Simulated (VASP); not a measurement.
# NaCl (Fm-3m) in VASP: further runs, part 2 of 2

VASP 6.6.1.

**3. Relaxation of cell and atoms, LDA**

This run uses another cell than the first one, of 22.19 Å³/atom.

The input, INCAR:

```
ALGO     = Normal         # electronic algorithm
EDIFF    = 1E-6           # SCF threshold, eV
EDIFFG   = -0.002         # ionic threshold
ENCUT    = 600            # plane-wave cutoff, eV
GGA      = CA             # functional
IBRION   = 2              # ionic algorithm
ISIF     = 3              # what is computed and relaxed
ISMEAR   = -1             # smearing method
LASPH    = True           # aspherical terms in the spheres
LCHARG   = False          # write CHGCAR
LREAL    = False          # projectors in reciprocal space
LWAVE    = False          # write WAVECAR
NELM     = 80             # most SCF steps
NSW      = 100            # ionic steps
PREC     = Accurate       # precision mode
SIGMA    = 0.05           # smearing width, eV
```

The input, KPOINTS:

```
k-points
0
Gamma
  10 10 10
```

The input, POSCAR:

```
NaCl
1.0
    0.0000000000      2.8100000000      2.8100000000
    2.8100000000      0.0000000000      2.8100000000
    2.8100000000      2.8100000000      0.0000000000
Na Cl
1 1
Direct
    0.0000000000      0.0000000000      0.0000000000
    0.5000000000      0.5000000000      0.5000000000
```

Potentials or basis: VASP PAW LDA potentials, release 64 (Na_pv, Cl).

The run is started by

```bash
> cat potpaw_LDA.64/Na_pv/POTCAR potpaw_LDA.64/Cl/POTCAR > POTCAR
> mpirun -np 1 vasp_std > vasp.out
```

OUTCAR:

```text
EDIFF = 1E-6
   EDIFFG = -0.002
   ENCUT = 600
   GGA = CA
   IBRION = 2
   ISIF = 3
   ISMEAR = -1
   LASPH = True
   LREAL = False
   NELM = 80
   NSW = 100
   PREC = Accurate

 ion  position               nearest neighbor table
   1  0.000  0.000  0.000-
   2  0.500  0.500  0.500-

  LATTYP: Found a face centered cubic cell.
 ALAT       =     5.6200000000

  Lattice vectors:

 A1 = (   0.0000000000,   2.8100000000,   2.8100000000)
 A2 = (   2.8100000000,   0.0000000000,   2.8100000000)
 A3 = (   2.8100000000,   2.8100000000,   0.0000000000)

Analysis of symmetry for initial positions (statically):
=====================================================================
 Subroutine PRICEL returns:
 Original cell was already a primitive cell.

 Routine SETGRP: Setting up the symmetry group for a
 face centered cubic supercell.

 Subroutine GETGRP returns: Found 48 space group operations
 (whereof 48 operations were pure point group operations)
 out of a pool of 48 trial point group operations.

The static configuration has the point symmetry O_h .

Analysis of symmetry for dynamics (positions and initial velocities):
=====================================================================
 Subroutine PRICEL returns:
 Original cell was already a primitive cell.

 Routine SETGRP: Setting up the symmetry group for a
 face centered cubic supercell.

 Subroutine GETGRP returns: Found 48 space group operations
 (whereof 48 operations were pure point group operations)
 out of a pool of 48 trial point group operations.

The dynamic configuration has the point symmetry O_h .

 Subroutine INISYM returns: Found 48 space group operations
 (whereof 48 operations are pure point group operations),
 and found     1 'primitive' translations

----------------------------------------------------------------------------------------

                                     Primitive cell

  volume of cell :      44.3761

  direct lattice vectors                    reciprocal lattice vectors
     0.000000000  2.810000000  2.810000000    -0.177935943  0.177935943  0.177935943
     2.810000000  0.000000000  2.810000000     0.177935943 -0.177935943  0.177935943
     2.810000000  2.810000000  0.000000000     0.177935943  0.177935943 -0.177935943

  length of vectors
     3.973940110  3.973940110  3.973940110     0.308194094  0.308194094  0.308194094

  position of ions in fractional coordinates (direct lattice)
     0.000000000  0.000000000  0.000000000
     0.500000000  0.500000000  0.500000000

  ion indices of the primitive-cell ions
   primitive index   ion index
                 1           1
                 2           2

----------------------------------------------------------------------------------------

 KPOINTS: k-points

Automatic generation of k-mesh.
 Grid dimensions read from file:
 generate k-points for:   10   10   10

 Generating k-lattice:

  Cartesian coordinates                     Fractional coordinates (reciprocal lattice)
    -0.017793594  0.017793594  0.017793594     0.100000000  0.000000000  0.000000000
     0.017793594 -0.017793594  0.017793594     0.000000000  0.100000000  0.000000000
     0.017793594  0.017793594 -0.017793594     0.000000000  0.000000000  0.100000000
[... 42 lines left out ...]
   dimension x,y,z NGX =    32 NGY =   32 NGZ =   32
   dimension x,y,z NGXF=    64 NGYF=   64 NGZF=   64
   ions per type =               1   1
   NGX,Y,Z   is equivalent  to a cutoff of  13.39, 13.39, 13.39 a.u.
   NGXF,Y,Z  is equivalent  to a cutoff of  26.77, 26.77, 26.77 a.u.
 SYSTEM =  unknown system
   PREC   = accura    normal or accurate (medium, high low for compatibility)
   ISTART =      0    job   : 0-new  1-cont  2-samecut
   ICHARG =      2    charge: 1-file 2-atom 10-const
   ISPIN  =      1    spin polarized calculation?
   LNONCOLLINEAR =      F non collinear calculations
   LSORBIT =      F    spin-orbit coupling
   LASPH  =      T    aspherical Exc in radial PAW
   ENCUT  =  600.0 eV  44.10 Ry    6.64 a.u.   7.94  7.94  7.94*2*pi/ulx,y,z
   NELM   =     80;   NELMIN=  2; NELMDL= -5     # of ELM steps
   EDIFF  = 0.1E-05   stopping-criterion for ELM
   LREAL  =      F    real-space projection
   EDIFFG = -.2E-02   stopping-criterion for IOM
   NSW    =    100    number of steps for IOM
   IBRION =      2    ionic relax: 0-MD 1-quasi-New 2-CG
   NFREE  =      1    steps in history (QN), initial steepest desc. (CG)
   ISIF   =      3    stress and relaxation
   ISYM   =      2    0-nonsym 1-usesym 2-fastsym
   POTIM  = 0.5000    time-step for ionic-motion
   TEBEG  =    0.0;   TEEND  =   0.0 temperature during run
   PSTRESS=    0.0 pullay stress
   NELECT =      14.0000    total number of electrons
   NUPDOWN=      -1.0000    fix difference up-down
   EMIN   =  10.00;   EMAX   =-10.00  energy-range for DOS
   EFERMI =   0.00;   METHOD = LEGACY
   ISMEAR =    -1;   SIGMA  =   0.05  broadening in eV -4-tet -1-fermi 0-gaus
   EFERMI_NEDOS =   21; number of points for ismear=-14 and -15
   IALGO  =     38    algorithm
   IMIX   =      4    mixing-type and parameters
     AMIX     =   0.40;   BMIX     =  1.00
     AMIX_MAG =   1.60;   BMIX_MAG =  1.00
  volume/ion in A,a.u.               =      22.19       149.73
  Fermi-wavevector in a.u.,A,eV,Ry     =   1.114469  2.106040 16.898985  1.242040
  Thomas-Fermi vector in A             =   2.251064
   LORBIT       =      0    0 simple, 1 ext, 2 COOP (PROOUT), +10 PAW based schemes
   GGA     = CA    functional components
   LHFCALC =     F    Hartree Fock is set to
   AEXX    =    0.0000 exact exchange contribution
   IVDW    =     0    specifies the selected vdW correction
   LEPSILON=     F    determine dielectric tensor
   LRPA    =     F    only Hartree local field effects (RPA)
 conjugate gradient relaxation of ions
 non-spin polarized calculation
  energy-cutoff  :      600.00
  volume of cell :       44.38
 maximum number of plane-waves:      1494
   NGX = 15   NGY = 15   NGZ = 15

--------------------------------------- Ionic step        1  -------------------------------------------

 number of electron      14.0000000 magnetization

 Free energy of the ion-electron system (eV)
  ---------------------------------------------------
  ext. energy  EPLUGINS =         0.00000000
  ---------------------------------------------------
  free energy    TOTEN  =        -7.36327018 eV

  energy without entropy =       -7.36327018  energy(sigma->0) =       -7.36327018

------------------------ aborting loop because EDIFF is reached ----------------------------------------

  FORCE on cell =-STRESS in cart. coord.  units (eV):
  Direction    XX          YY          ZZ          XY          YZ          ZX
  --------------------------------------------------------------------------------------
  -------------------------------------------------------------------------------------
  Total       -0.6049631     -0.6049631     -0.6049631      0.0000000      0.0000000      0.0000000
  in kB      -21.8419046    -21.8419046    -21.8419046      0.0000000      0.0000000      0.0000000
  external PRESSURE =     -21.8419046 kB  Pullay stress =       0.0000000 kB
[... 167 lines left out ...]
--------------------------------------- Ionic step        6  -------------------------------------------

 number of electron      14.0000003 magnetization

 Free energy of the ion-electron system (eV)
  ---------------------------------------------------
  ext. energy  EPLUGINS =         0.00000000
  ---------------------------------------------------
  free energy    TOTEN  =        -7.38971340 eV

  energy without entropy =       -7.38971340  energy(sigma->0) =       -7.38971340

 E-fermi :   0.7036     XC(G=0):  -9.1351

 val. band max:       -0.3620281932   @ k =   0.0000   0.0000   0.0000
 cond. band min:       4.7163838537   @ k =   0.0000   0.0000   0.0000
 fundamental gap:      5.0784120469
 Fermi energy:         0.7036369612

 k-point     1 :       0.0000    0.0000    0.0000
  band No.  band energies     occupation
      1     -20.9902      2.00000
      2     -20.9902      2.00000
      3     -20.9902      2.00000
      4     -13.1838      2.00000
      5      -0.3620      2.00000
      6      -0.3620      2.00000
      7      -0.3620      2.00000
      8       4.7164      0.00000
      9      10.5670      0.00000
     10      10.5670      0.00000
     11      10.5670      0.00000
[... 309 lines left out ...]
 k-point    24 :       0.4000    0.3000    0.0000
  band No.  band energies     occupation
      1     -21.0197      2.00000
      2     -21.0011      2.00000
      3     -20.9999      2.00000
      4     -12.7466      2.00000
      5      -2.1378      2.00000
      6      -1.0358      2.00000
      7      -0.9382      2.00000
      8       7.4599      0.00000
      9       7.8980      0.00000
     10      10.1651      0.00000
     11      12.8324      0.00000

 [... further k-points ...]
[... 5 lines left out ...]
  --------------------------------------------------------------------------------------
  -------------------------------------------------------------------------------------
  Total        0.0023358      0.0023358      0.0023358     -0.0000000      0.0000000     -0.0000000
  in kB        0.0916917      0.0916917      0.0916917     -0.0000000      0.0000000     -0.0000000
  external PRESSURE =       0.0916917 kB  Pullay stress =       0.0000000 kB
[... 17 lines left out ...]
  FREE ENERGIE OF THE ION-ELECTRON SYSTEM (eV)
  ---------------------------------------------------
  free  energy   TOTEN  =        -7.3897134012 eV

  energy  without entropy=       -7.3897134011  energy(sigma->0) =       -7.38971340

 reached required accuracy - stopping structural energy minimisation
```

Wall time 1.7 min (1 thread of Intel Xeon 8259CL, shared host); peak memory 0.17 GiB.

Results:

```
Free energy                           : -7.3897 eV
Relaxed volume                        : 20.41 Å³/atom
Relaxed cell                          : a = 3.865 Å, b = 3.865 Å, c = 3.865 Å, α = 60.00°, β = 60.00°, γ = 60.00°
Space group after relaxing (to 0.1 Å) : Fm-3m (No. 225)
Energy gained by relaxing             : 13.2 meV/atom
Ionic steps                           : 6
Pressure after relaxing               : 0.0 GPa
Band gap on the k mesh                : 5.08 eV
```

Step by step:
```tsv
step	energy change (eV)	largest force (eV/Å)	pressure (GPa)	volume (Å³)
1	0.0000	0.0000	-2.18	44.38
2	-0.0203	0.0000	-1.24	42.46
3	-0.0246	0.0000	0.60	39.97
4	-0.0264	0.0000	0.10	40.74
5	-0.0264	0.0000	-0.07	40.88
6	-0.0264	0.0000	0.01	40.82
```

Final structure:
```yaml
crystal:
  lattice:
    - [0.00000, 2.73274, 2.73274]
    - [2.73274, 0.00000, 2.73274]
    - [2.73274, 2.73274, 0.00000]
  atoms:
    - { symbol: Na, position: [0.00000, 0.00000, 0.00000] }
    - { symbol: Cl, position: [0.50000, 0.50000, 0.50000] }
```

A k mesh can miss the band edges. Zero-point motion and thermal expansion aren't in these numbers.
